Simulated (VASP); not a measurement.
# As (Pm-3m) in VASP: single point with LDA

Aim: the single point of As with LDA.

All numbers are computed with VASP 6.6.1; they aren't measurements. Logs are shortened: lines on timing, memory, paths and dates and some standing lists are left out, and cuts for length are marked.

## (1) The cell of the first run

Symmetry: Pm-3m, No. 221, cubic system. Conventional cell: a = 2.704 Å, b = 2.704 Å, c = 2.704 Å, α = 90.00°, β = 90.00°, γ = 90.00°. As (site symmetry m-3m) has 6 As at 2.70 Å within 3.6 Å.

## (2) Single point, LDA

Input file INCAR:

```
PREC = Accurate
ENCUT = 500
EDIFF = 1E-6
ISMEAR = 1
SIGMA = 0.01
LREAL = F
LASPH = T
NELM = 120
ALGO = Normal
ISIF = 2
LWAVE = F
LCHARG = T
GGA = CA
LELF = T
LVHAR = T
NBANDS = 8
GGA_COMPAT = F
```

Input file KPOINTS:

```
regular mesh
0
Gamma
  5 5 5
```

Input file POSCAR:

```
As
1.0
    2.7036820000      0.0000000000      0.0000000000
    0.0000000000      2.7036820000      0.0000000000
    0.0000000000      0.0000000000      2.7036820000
As
1
Direct
    0.5000000000      0.5000000000      0.5000000000
```

Potentials or basis: VASP PAW LDA potentials, release 64 (As).

The run is started by

```console
$ cat potpaw_LDA.64/As/POTCAR > POTCAR
$ mpirun -np 1 vasp_std > vasp.out
```

OUTCAR:

```text
PREC = Accurate
   ENCUT = 500
   EDIFF = 1E-6
   ISMEAR = 1
   LREAL = F
   LASPH = T
   NELM = 120
   ISIF = 2
   GGA = CA

 ion  position               nearest neighbor table
   1  0.500  0.500  0.500-

  LATTYP: Found a simple cubic cell.
 ALAT       =     2.7036820000

  Lattice vectors:

 A1 = (   2.7036820000,   0.0000000000,   0.0000000000)
 A2 = (   0.0000000000,   2.7036820000,   0.0000000000)
 A3 = (   0.0000000000,   0.0000000000,   2.7036820000)

Analysis of symmetry for initial positions (statically):
=====================================================================
 Subroutine PRICEL returns:
 Original cell was already a primitive cell.

 Routine SETGRP: Setting up the symmetry group for a
 simple cubic supercell.

 Subroutine GETGRP returns: Found 48 space group operations
 (whereof 48 operations were pure point group operations)
 out of a pool of 48 trial point group operations.

The static configuration has the point symmetry O_h .

Analysis of symmetry for dynamics (positions and initial velocities):
=====================================================================
 Subroutine PRICEL returns:
 Original cell was already a primitive cell.

 Routine SETGRP: Setting up the symmetry group for a
 simple cubic supercell.

 Subroutine GETGRP returns: Found 48 space group operations
 (whereof 48 operations were pure point group operations)
 out of a pool of 48 trial point group operations.

The dynamic configuration has the point symmetry O_h .

 Subroutine INISYM returns: Found 48 space group operations
 (whereof 48 operations are pure point group operations),
 and found     1 'primitive' translations

----------------------------------------------------------------------------------------

                                     Primitive cell

  volume of cell :      19.7636

  direct lattice vectors                    reciprocal lattice vectors
     2.703682000  0.000000000  0.000000000     0.369865983  0.000000000  0.000000000
     0.000000000  2.703682000  0.000000000     0.000000000  0.369865983  0.000000000
     0.000000000  0.000000000  2.703682000     0.000000000  0.000000000  0.369865983

  length of vectors
     2.703682000  2.703682000  2.703682000     0.369865983  0.369865983  0.369865983

  position of ions in fractional coordinates (direct lattice)
     0.500000000  0.500000000  0.500000000

  ion indices of the primitive-cell ions
   primitive index   ion index
                 1           1

----------------------------------------------------------------------------------------

 KPOINTS: regular mesh

Automatic generation of k-mesh.
 Grid dimensions read from file:
 generate k-points for:    5    5    5

 Generating k-lattice:

  Cartesian coordinates                     Fractional coordinates (reciprocal lattice)
     0.073973197  0.000000000  0.000000000     0.200000000  0.000000000  0.000000000
     0.000000000  0.073973197  0.000000000     0.000000000  0.200000000  0.000000000
     0.000000000  0.000000000  0.073973197     0.000000000  0.000000000  0.200000000

  Length of vectors
     0.073973197  0.073973197  0.073973197

  Shift w.r.t. Gamma in fractional coordinates (k-lattice)
     0.000000000  0.000000000  0.000000000

 Subroutine IBZKPT returns following result:
 ===========================================

 Found     10 irreducible k-points:

 Following reciprocal coordinates:
            Coordinates               Weight
  0.000000  0.000000  0.000000      1.000000
  0.200000  0.000000  0.000000      6.000000
  0.400000  0.000000  0.000000      6.000000
  0.200000  0.200000  0.000000     12.000000
  0.400000  0.200000  0.000000     24.000000
  0.400000  0.400000  0.000000     12.000000
  0.200000  0.200000  0.200000      8.000000
  0.400000  0.200000  0.200000     24.000000
  0.400000  0.400000  0.200000     24.000000
  0.400000  0.400000  0.400000      8.000000
   k-points           NKPTS =     10   k-points in BZ     NKDIM =     10   number of bands    NBANDS=      8
   number of dos      NEDOS =    301   number of ions     NIONS =      1
   total plane-waves  NPLWV =   8000
   dimension x,y,z NGX =    20 NGY =   20 NGZ =   20
   dimension x,y,z NGXF=    40 NGYF=   40 NGZF=   40
   ions per type =               1
   NGX,Y,Z   is equivalent  to a cutoff of  12.30, 12.30, 12.30 a.u.
   NGXF,Y,Z  is equivalent  to a cutoff of  24.60, 24.60, 24.60 a.u.
 SYSTEM =  unknown system
   PREC   = accura    normal or accurate (medium, high low for compatibility)
   ISTART =      0    job   : 0-new  1-cont  2-samecut
   ICHARG =      2    charge: 1-file 2-atom 10-const
   ISPIN  =      1    spin polarized calculation?
   LNONCOLLINEAR =      F non collinear calculations
   LSORBIT =      F    spin-orbit coupling
   LASPH  =      T    aspherical Exc in radial PAW
   ENCUT  =  500.0 eV  36.75 Ry    6.06 a.u.   4.93  4.93  4.93*2*pi/ulx,y,z
   NELM   =    120;   NELMIN=  2; NELMDL= -5     # of ELM steps
   EDIFF  = 0.1E-05   stopping-criterion for ELM
   LREAL  =      F    real-space projection
   EDIFFG = 0.1E-04   stopping-criterion for IOM
   NSW    =      0    number of steps for IOM
   IBRION =     -1    ionic relax: 0-MD 1-quasi-New 2-CG
   NFREE  =      0    steps in history (QN), initial steepest desc. (CG)
   ISIF   =      2    stress and relaxation
   ISYM   =      2    0-nonsym 1-usesym 2-fastsym
   POTIM  = 0.5000    time-step for ionic-motion
   TEBEG  =    0.0;   TEEND  =   0.0 temperature during run
   PSTRESS=    0.0 pullay stress
   NELECT =       5.0000    total number of electrons
   NUPDOWN=      -1.0000    fix difference up-down
   EMIN   =  10.00;   EMAX   =-10.00  energy-range for DOS
   EFERMI =   0.00;   METHOD = LEGACY
   ISMEAR =     1;   SIGMA  =   0.01  broadening in eV -4-tet -1-fermi 0-gaus
   EFERMI_NEDOS =   21; number of points for ismear=-14 and -15
   IALGO  =     38    algorithm
   IMIX   =      4    mixing-type and parameters
     AMIX     =   0.40;   BMIX     =  1.00
     AMIX_MAG =   1.60;   BMIX_MAG =  1.00
  volume/ion in A,a.u.               =      19.76       133.37
  Fermi-wavevector in a.u.,A,eV,Ry     =   1.035403  1.956627 14.586240  1.072058
  Thomas-Fermi vector in A             =   2.169744
   LORBIT       =      0    0 simple, 1 ext, 2 COOP (PROOUT), +10 PAW based schemes
   GGA     = CA    functional components
   LHFCALC =     F    Hartree Fock is set to
   AEXX    =    0.0000 exact exchange contribution
   IVDW    =     0    specifies the selected vdW correction
   LEPSILON=     F    determine dielectric tensor
   LRPA    =     F    only Hartree local field effects (RPA)
 non-spin polarized calculation
 Methfessel and Paxton  Order N= 1 SIGMA  =   0.01
  energy-cutoff  :      500.00
  volume of cell :       19.76
 maximum number of plane-waves:       507
 NGX is ok and might be reduce to    20
   NGX =  9   NGY =  9   NGZ =  9

 number of electron       5.0000001 magnetization

 Free energy of the ion-electron system (eV)
  ---------------------------------------------------
  ext. energy  EPLUGINS =         0.00000000
  ---------------------------------------------------
  free energy    TOTEN  =        -5.18713410 eV

  energy without entropy =       -5.18677450  energy(sigma->0) =       -5.18701423

 E-fermi :   6.0263     XC(G=0): -10.5955

 val. band max:        5.8964534649   @ k =   0.2000   0.2000   0.0000
 cond. band min:       6.0266991729   @ k =   0.2000   0.2000   0.2000
 fundamental gap:      0.1302457080
 Fermi energy:         6.0263296315

 k-point     1 :       0.0000    0.0000    0.0000
  band No.  band energies     occupation
      1      -9.0537      2.00000
      2      10.0323      0.00000
      3      10.0323      0.00000
      4      10.0323      0.00000
      5      14.5170      0.00000
      6      14.5170      0.00000
      7      16.3538      0.00000
      8      30.8344      0.00000

 k-point     2 :       0.2000    0.0000    0.0000
  band No.  band energies     occupation
      1      -8.3299      2.00000
      2       4.9576      2.00000
      3      10.6511      0.00000
      4      10.6511      0.00000
      5      15.1639      0.00000
      6      16.4361      0.00000
      7      21.2956      0.00000
      8      25.5964      0.00000

 k-point     3 :       0.4000    0.0000    0.0000
  band No.  band energies     occupation
      1      -6.4829      2.00000
      2      -0.0321      2.00000
      3      11.9921      0.00000
      4      11.9921      0.00000
      5      16.7590      0.00000
      6      18.6559      0.00000
      7      21.3791      0.00000
      8      21.3791      0.00000

 k-point     4 :       0.2000    0.2000    0.0000
  band No.  band energies     occupation
      1      -7.6062      2.00000
      2       5.3851      2.00000
      3       5.8965      2.00000
      4      11.2653      0.00000
      5      16.4134      0.00000
      6      19.1351      0.00000
      7      21.8678      0.00000
      8      23.1873      0.00000

 k-point     5 :       0.4000    0.2000    0.0000
  band No.  band energies     occupation
      1      -5.7561      2.00000
      2       0.6484      2.00000
      3       7.2419      0.00000
      4      12.5914      0.00000
      5      14.6735      0.00000
      6      18.6427      0.00000
      7      22.0192      0.00000
      8      22.8192      0.00000

 k-point     6 :       0.4000    0.4000    0.0000
  band No.  band energies     occupation
      1      -3.8725      2.00000
      2       2.1034      2.00000
      3       2.4326      2.00000
      4      10.0340      0.00000
      5      13.8644      0.00000
      6      20.7222      0.00000
      7      23.4455      0.00000
      8      23.7835      0.00000

 k-point     7 :       0.2000    0.2000    0.2000
  band No.  band energies     occupation
      1      -6.8825      2.00000
      2       6.0267      0.93750
      3       6.0267      0.93750
      4       6.9237      0.00000
      5      18.7140      0.00000
      6      20.5266      0.00000
      7      20.5266      0.00000
      8      22.5675      0.00000

 k-point     8 :       0.4000    0.2000    0.2000
  band No.  band energies     occupation
      1      -5.0292      2.00000
      2       1.3231      2.00000
      3       7.4681      0.00000
      4       8.3953      0.00000
      5      14.9061      0.00000
      6      16.0955      0.00000
      7      21.6442      0.00000
      8      23.9204      0.00000

 k-point     9 :       0.4000    0.4000    0.2000
  band No.  band energies     occupation
      1      -3.1402      2.00000
      2       2.7483      2.00000
      3       3.0958      2.00000
      4       9.4997      0.00000
      5      10.7804      0.00000
      6      17.1804      0.00000
      7      17.5416      0.00000
      8      23.5754      0.00000

 k-point    10 :       0.4000    0.4000    0.4000
  band No.  band energies     occupation
      1      -1.1979      2.00000
      2       4.1915      2.00000
      3       4.1915      2.00000
      4       5.0669      2.00000
      5      12.1865      0.00000
      6      13.0268      0.00000
      7      13.0268      0.00000
      8      18.5455      0.00000

------------------------ aborting loop because EDIFF is reached ----------------------------------------

  FORCE on cell =-STRESS in cart. coord.  units (eV):
  Direction    XX          YY          ZZ          XY          YZ          ZX
  --------------------------------------------------------------------------------------
  -------------------------------------------------------------------------------------
  Total       -0.2237095     -0.2237095     -0.2237095      0.0000000      0.0000000      0.0000000
  in kB      -18.1354423    -18.1354423    -18.1354423      0.0000000      0.0000000      0.0000000
  external PRESSURE =     -18.1354423 kB  Pullay stress =       0.0000000 kB

 VOLUME and BASIS-vectors are now :
 -----------------------------------------------------------------------------
  energy-cutoff  :      500.00
  volume of cell :       19.76
      direct lattice vectors                 reciprocal lattice vectors
     2.703682000  0.000000000  0.000000000     0.369865983  0.000000000  0.000000000
     0.000000000  2.703682000  0.000000000     0.000000000  0.369865983  0.000000000
     0.000000000  0.000000000  2.703682000     0.000000000  0.000000000  0.369865983

 POSITION                                       TOTAL-FORCE (eV/Angst)
 -----------------------------------------------------------------------------------
      1.35184      1.35184      1.35184         0.000000      0.000000      0.000000
 -----------------------------------------------------------------------------------
    total drift:                                0.000000      0.000000      0.000000

  FREE ENERGIE OF THE ION-ELECTRON SYSTEM (eV)
  ---------------------------------------------------
  free  energy   TOTEN  =        -5.1871341006 eV

  energy  without entropy=       -5.1867744969  energy(sigma->0) =       -5.18701423
```

It took 3.8 s on 1 thread of Intel Xeon 8259CL, shared host; peak memory 0.11 GiB.

What came out:

```
Free energy : -5.1871 eV
Pressure    : -1.8 GPa
```

Levels at points of the mesh, in eV from the Fermi level:
| k point | band 1 | band 2 | band 3 | band 4 | band 5 | band 6 |
| --- | --- | --- | --- | --- | --- | --- |
| (0.00, 0.00, 0.00) | -15.08 | 4.01 | 4.01 | 4.01 | 8.49 | 8.49 |

Caveat: the k points lie up to 0.46 Å⁻¹ apart.
